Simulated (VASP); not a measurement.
# Au (Fm-3m) in VASP: further runs

Au is run at these levels: PBEsol; tasks: single point, relaxation of volume and atoms at fixed shape.

Program: VASP 6.6.1. These are calculated values, not measurements. Logs are shortened: lines on timing, memory, paths and dates and some standing lists are left out, and cuts for length are marked.

**1. The cell of the first run**

It takes space group Fm-3m (No. 225, cubic). The conventional cell has a = 4.084 Å, b = 4.084 Å, c = 4.084 Å, α = 90.00°, β = 90.00°, γ = 90.00°. Within 3.8 Å of Au (site symmetry m-3m) lie 12 Au at 2.89 Å.

**2. Single point, PBEsol**

The input, INCAR:

```
PREC     = Accurate       # precision mode
ENCUT    = 520            # plane-wave cutoff, eV
EDIFF    = 1E-7           # SCF threshold, eV
ISMEAR   = -1             # smearing method
SIGMA    = 0.05           # smearing width, eV
LREAL    = False          # projectors in reciprocal space
LASPH    = True           # aspherical terms in the spheres
NELM     = 80             # most SCF steps
ALGO     = Normal         # electronic algorithm
ISIF     = 2              # what is computed and relaxed
LWAVE    = False          # write WAVECAR
LCHARG   = False          # write CHGCAR
GGA      = PS             # functional
NBANDS   = 12             # bands
```

The input, KPOINTS:

```
Automatic mesh
0
Gamma
  18 18 18
```

The input, POSCAR:

```
Au
1.0
    0.0000000000      2.0417835517      2.0417835517
    2.0417835517      0.0000000000      2.0417835517
    2.0417835517      2.0417835517      0.0000000000
Au
1
Direct
    0.0000000000      0.0000000000      0.0000000000
```

Potentials or basis: VASP PAW PBE potentials, release 64 (Au).

On the command line:

```sh
> cat potpaw_PBE.64/Au/POTCAR > POTCAR
> mpirun -np 1 vasp_std > vasp.out
```

OUTCAR:

```text
PREC = Accurate
   ENCUT = 520
   EDIFF = 1E-7
   ISMEAR = -1
   LREAL = False
   LASPH = True
   NELM = 80
   ISIF = 2
   GGA = PS

 ion  position               nearest neighbor table
   1  0.000  0.000  0.000-

  LATTYP: Found a face centered cubic cell.
 ALAT       =     4.0835671034

  Lattice vectors:

 A1 = (   0.0000000000,   2.0417835517,   2.0417835517)
 A2 = (   2.0417835517,   0.0000000000,   2.0417835517)
 A3 = (   2.0417835517,   2.0417835517,   0.0000000000)

Analysis of symmetry for initial positions (statically):
=====================================================================
 Subroutine PRICEL returns:
 Original cell was already a primitive cell.

 Routine SETGRP: Setting up the symmetry group for a
 face centered cubic supercell.

 Subroutine GETGRP returns: Found 48 space group operations
 (whereof 48 operations were pure point group operations)
 out of a pool of 48 trial point group operations.

The static configuration has the point symmetry O_h .

Analysis of symmetry for dynamics (positions and initial velocities):
=====================================================================
 Subroutine PRICEL returns:
 Original cell was already a primitive cell.

 Routine SETGRP: Setting up the symmetry group for a
 face centered cubic supercell.

 Subroutine GETGRP returns: Found 48 space group operations
 (whereof 48 operations were pure point group operations)
 out of a pool of 48 trial point group operations.

The dynamic configuration has the point symmetry O_h .

 Subroutine INISYM returns: Found 48 space group operations
 (whereof 48 operations are pure point group operations),
 and found     1 'primitive' translations

----------------------------------------------------------------------------------------

                                     Primitive cell

  volume of cell :      17.0239

  direct lattice vectors                    reciprocal lattice vectors
     0.000000000  2.041783552  2.041783552    -0.244883940  0.244883940  0.244883940
     2.041783552  0.000000000  2.041783552     0.244883940 -0.244883940  0.244883940
     2.041783552  2.041783552  0.000000000     0.244883940  0.244883940 -0.244883940

  length of vectors
     2.887517990  2.887517990  2.887517990     0.424151425  0.424151425  0.424151425

  position of ions in fractional coordinates (direct lattice)
     0.000000000  0.000000000  0.000000000

  ion indices of the primitive-cell ions
   primitive index   ion index
                 1           1

----------------------------------------------------------------------------------------

 KPOINTS: Automatic mesh

Automatic generation of k-mesh.
 Grid dimensions read from file:
 generate k-points for:   18   18   18

 Generating k-lattice:

  Cartesian coordinates                     Fractional coordinates (reciprocal lattice)
    -0.013604663  0.013604663  0.013604663     0.055555556  0.000000000  0.000000000
     0.013604663 -0.013604663  0.013604663     0.000000000  0.055555556  0.000000000
     0.013604663  0.013604663 -0.013604663     0.000000000  0.000000000  0.055555556

  Length of vectors
     0.023563968  0.023563968  0.023563968

  Shift w.r.t. Gamma in fractional coordinates (k-lattice)
     0.000000000  0.000000000  0.000000000

 Subroutine IBZKPT returns following result:
 ===========================================

 Found    195 irreducible k-points:

 Following reciprocal coordinates:
            Coordinates               Weight
  0.000000  0.000000  0.000000      1.000000
  0.055556  0.000000  0.000000      8.000000
  0.111111  0.000000  0.000000      8.000000
  0.166667  0.000000  0.000000      8.000000
  0.222222  0.000000  0.000000      8.000000
  0.277778  0.000000  0.000000      8.000000
[... 16 lines left out ...]
 -0.277778  0.055556  0.000000     24.000000
 -0.222222  0.055556  0.000000     24.000000
 [... further k-points ...]
   k-points           NKPTS =    195   k-points in BZ     NKDIM =    195   number of bands    NBANDS=     12
   number of dos      NEDOS =    301   number of ions     NIONS =      1
   total plane-waves  NPLWV =  13824
   dimension x,y,z NGX =    24 NGY =   24 NGZ =   24
   dimension x,y,z NGXF=    48 NGYF=   48 NGZF=   48
   ions per type =               1
   NGX,Y,Z   is equivalent  to a cutoff of  13.82, 13.82, 13.82 a.u.
   NGXF,Y,Z  is equivalent  to a cutoff of  27.64, 27.64, 27.64 a.u.
 SYSTEM =  unknown system
   PREC   = accura    normal or accurate (medium, high low for compatibility)
   ISTART =      0    job   : 0-new  1-cont  2-samecut
   ICHARG =      2    charge: 1-file 2-atom 10-const
   ISPIN  =      1    spin polarized calculation?
   LNONCOLLINEAR =      F non collinear calculations
   LSORBIT =      F    spin-orbit coupling
   LASPH  =      T    aspherical Exc in radial PAW
   ENCUT  =  520.0 eV  38.22 Ry    6.18 a.u.   5.37  5.37  5.37*2*pi/ulx,y,z
   NELM   =     80;   NELMIN=  2; NELMDL= -5     # of ELM steps
   EDIFF  = 0.1E-06   stopping-criterion for ELM
   LREAL  =      F    real-space projection
   EDIFFG = 0.1E-05   stopping-criterion for IOM
   NSW    =      0    number of steps for IOM
   IBRION =     -1    ionic relax: 0-MD 1-quasi-New 2-CG
   NFREE  =      0    steps in history (QN), initial steepest desc. (CG)
   ISIF   =      2    stress and relaxation
   ISYM   =      2    0-nonsym 1-usesym 2-fastsym
   POTIM  = 0.5000    time-step for ionic-motion
   TEBEG  =    0.0;   TEEND  =   0.0 temperature during run
   PSTRESS=    0.0 pullay stress
   NELECT =      11.0000    total number of electrons
   NUPDOWN=      -1.0000    fix difference up-down
   EMIN   =  10.00;   EMAX   =-10.00  energy-range for DOS
   EFERMI =   0.00;   METHOD = LEGACY
   ISMEAR =    -1;   SIGMA  =   0.05  broadening in eV -4-tet -1-fermi 0-gaus
   EFERMI_NEDOS =   21; number of points for ismear=-14 and -15
   IALGO  =     38    algorithm
   IMIX   =      4    mixing-type and parameters
     AMIX     =   0.40;   BMIX     =  1.00
     AMIX_MAG =   1.60;   BMIX_MAG =  1.00
  volume/ion in A,a.u.               =      17.02       114.88
  Fermi-wavevector in a.u.,A,eV,Ry     =   1.415314  2.674555 27.254003  2.003113
  Thomas-Fermi vector in A             =   2.536765
   LORBIT       =      0    0 simple, 1 ext, 2 COOP (PROOUT), +10 PAW based schemes
   GGA     = PS    functional components
   LHFCALC =     F    Hartree Fock is set to
   AEXX    =    0.0000 exact exchange contribution
   IVDW    =     0    specifies the selected vdW correction
   LEPSILON=     F    determine dielectric tensor
   LRPA    =     F    only Hartree local field effects (RPA)
 non-spin polarized calculation
  energy-cutoff  :      520.00
  volume of cell :       17.02
 maximum number of plane-waves:       473
 NGX is ok and might be reduce to    24
   NGX = 11   NGY = 11   NGZ = 11

 number of electron      11.0000000 magnetization

 Free energy of the ion-electron system (eV)
  ---------------------------------------------------
  ext. energy  EPLUGINS =         0.00000000
  ---------------------------------------------------
  free energy    TOTEN  =        -3.92552469 eV

  energy without entropy =       -3.92324666  energy(sigma->0) =       -3.92438567

 E-fermi :   9.2677     XC(G=0): -12.8907

 val. band max:        9.2631699548   @ k =   0.5000   0.1667   0.0556
 cond. band min:       9.2702904225   @ k =   0.5000   0.2778   0.1111
 fundamental gap:      0.0071204677
 Fermi energy:         9.2677052241

 k-point     1 :       0.0000    0.0000    0.0000
  band No.  band energies     occupation
      1      -0.6362      2.00000
      2       4.6124      2.00000
      3       4.6124      2.00000
      4       4.6124      2.00000
      5       6.1453      2.00000
      6       6.1453      2.00000
      7      23.7942      0.00000
      8      27.7947      0.00000
      9      27.7947      0.00000
     10      27.7947      0.00000
     11      32.6643      0.00000
     12      37.3399      0.00000

 k-point     2 :       0.0556    0.0000    0.0000
  band No.  band energies     occupation
      1      -0.5281      2.00000
      2       4.5761      2.00000
      3       4.6500      2.00000
      4       4.6500      2.00000
      5       6.1279      2.00000
      6       6.1279      2.00000
      7      23.9237      0.00000
      8      27.0769      0.00000
      9      27.9240      0.00000
     10      27.9240      0.00000
     11      33.2819      0.00000
     12      35.9937      0.00000

 k-point     3 :       0.1111    0.0000    0.0000
  band No.  band energies     occupation
      1      -0.2124      2.00000
      2       4.4841      2.00000
      3       4.7484      2.00000
      4       4.7484      2.00000
      5       6.0922      2.00000
      6       6.0922      2.00000
      7      24.2176      0.00000
      8      25.5970      0.00000
      9      28.2896      0.00000
     10      28.2896      0.00000
     11      33.0605      0.00000
     12      35.3589      0.00000
[... 286 lines left out ...]
 k-point    23 :      -0.2778    0.0556    0.0000
  band No.  band energies     occupation
      1       1.6722      2.00000
      2       4.6374      2.00000
      3       4.8662      2.00000
      4       4.8844      2.00000
      5       6.3311      2.00000
      6       6.8641      2.00000
      7      18.6600      0.00000
      8      24.4894      0.00000
      9      27.2074      0.00000
     10      29.8303      0.00000
     11      30.8652      0.00000
     12      32.3607      0.00000

 k-point    24 :      -0.2222    0.0556    0.0000
  band No.  band energies     occupation
      1       1.1679      2.00000
      2       4.3346      2.00000
      3       4.9191      2.00000
      4       4.9583      2.00000
      5       6.0472      2.00000
      6       6.5320      2.00000
      7      20.8497      0.00000
      8      24.8821      0.00000
      9      27.8139      0.00000
     10      30.0862      0.00000
     11      30.6943      0.00000
     12      32.1348      0.00000

 [... further k-points ...]
[... 5 lines left out ...]
  --------------------------------------------------------------------------------------
  -------------------------------------------------------------------------------------
  Total       -0.0301010     -0.0301010     -0.0301010      0.0000000     -0.0000000      0.0000000
  in kB       -2.8329113     -2.8329113     -2.8329113      0.0000000     -0.0000000      0.0000000
  external PRESSURE =      -2.8329113 kB  Pullay stress =       0.0000000 kB

 VOLUME and BASIS-vectors are now :
 -----------------------------------------------------------------------------
  energy-cutoff  :      520.00
  volume of cell :       17.02
      direct lattice vectors                 reciprocal lattice vectors
     0.000000000  2.041783552  2.041783552    -0.244883940  0.244883940  0.244883940
     2.041783552  0.000000000  2.041783552     0.244883940 -0.244883940  0.244883940
     2.041783552  2.041783552  0.000000000     0.244883940  0.244883940 -0.244883940

 POSITION                                       TOTAL-FORCE (eV/Angst)
 -----------------------------------------------------------------------------------
      0.00000      0.00000      0.00000         0.000000      0.000000     -0.000000
 -----------------------------------------------------------------------------------
    total drift:                                0.000000      0.000000     -0.000000

  FREE ENERGIE OF THE ION-ELECTRON SYSTEM (eV)
  ---------------------------------------------------
  free  energy   TOTEN  =        -3.9255246911 eV

  energy  without entropy=       -3.9232466556  energy(sigma->0) =       -3.92438567
```

Wall time 24 s (1 thread of Intel Xeon 6975P-C, shared host); peak memory 0.17 GiB.

Results:

| Property | Result |
| --- | --- |
| Free energy | -3.9255 eV |
| Pressure | -0.3 GPa |

Caveat: the PAW data sets were made with another functional, which shifts forces and pressure a little; spin-orbit coupling is left out, which moves the levels of the heavy elements.

**3. Relaxation of volume and atoms at fixed shape, PBEsol**

This run uses another cell than the first one, of 16.85 Å³/atom, 0.990 times its volume.

The input, INCAR:

```
ALGO = Normal
EDIFF = 1E-7
EDIFFG = -0.01
ENCUT = 600
GGA = PS
IBRION = 2
ISIF = 8
ISMEAR = -1
LASPH = T
LCHARG = F
LREAL = F
LWAVE = F
NELM = 100
NSW = 80
PREC = Accurate
SIGMA = 0.05
```

The input, KPOINTS:

```
k-points
0
Gamma
  18 18 18
```

The input, POSCAR:

```
Au
1.0
    0.0000000000      2.0350000000      2.0350000000
    2.0350000000      0.0000000000      2.0350000000
    2.0350000000      2.0350000000      0.0000000000
Au
1
Direct
    0.0000000000      0.0000000000      0.0000000000
```

Potentials or basis: VASP PAW PBE potentials, release 64 (Au).

On the command line:

```sh
> cat potpaw_PBE.64/Au/POTCAR > POTCAR
> mpirun -np 1 vasp_std > vasp.out
```

It took 58 s on 1 thread of Intel Xeon 6975P-C, shared host; peak memory 0.18 GiB.

The run converged. Its results:

| Property | Result |
| --- | --- |
| Free energy | -3.9254 eV |
| Relaxed volume | 17.01 Å³/atom |
| Relaxed cell | a = 2.886 Å, b = 2.886 Å, c = 2.886 Å, α = 60.00°, β = 60.00°, γ = 60.00° |
| Space group after relaxing (to 0.05 Å) | Fm-3m (No. 225) |
| Energy gained by relaxing | 0.7 meV/atom |
| Ionic steps | 3 |
| Pressure after relaxing | 0.0 GPa |

Step by step:
```tsv
step	energy change (eV)	largest force (eV/Å)	pressure (GPa)	volume (Å³)
1	0.0000	0.0000	1.60	16.85
2	0.0014	0.0000	-2.59	17.27
3	-0.0007	0.0000	0.00	17.01
```

Final structure:
```
Au
1.0
     0.00000    2.04105    2.04105
     2.04105    0.00000    2.04105
     2.04105    2.04105    0.00000
Au
1
Direct
  0.00000 0.00000 0.00000
```

Levels at points of the mesh, in eV from the Fermi level:
```tsv
k point	band 2	band 3	band 4	band 5	band 6	band 7	band 8	band 9
(0.00, 0.00, 0.00)	-4.66	-4.66	-4.66	-3.13	-3.13	14.52	18.53	18.53
(0.50, 0.00, 0.00)	-4.70	-4.70	-1.92	-1.92	-1.01	3.09	13.96	17.13
(0.50, 0.50, 0.00)	-6.74	-1.96	-1.60	-1.60	0.98	5.79	9.99	9.99
```

Caveat: the PAW data sets were made with another functional, which shifts forces and pressure a little; spin-orbit coupling is left out, which moves the levels of the heavy elements. Zero-point motion and thermal expansion aren't in these numbers.
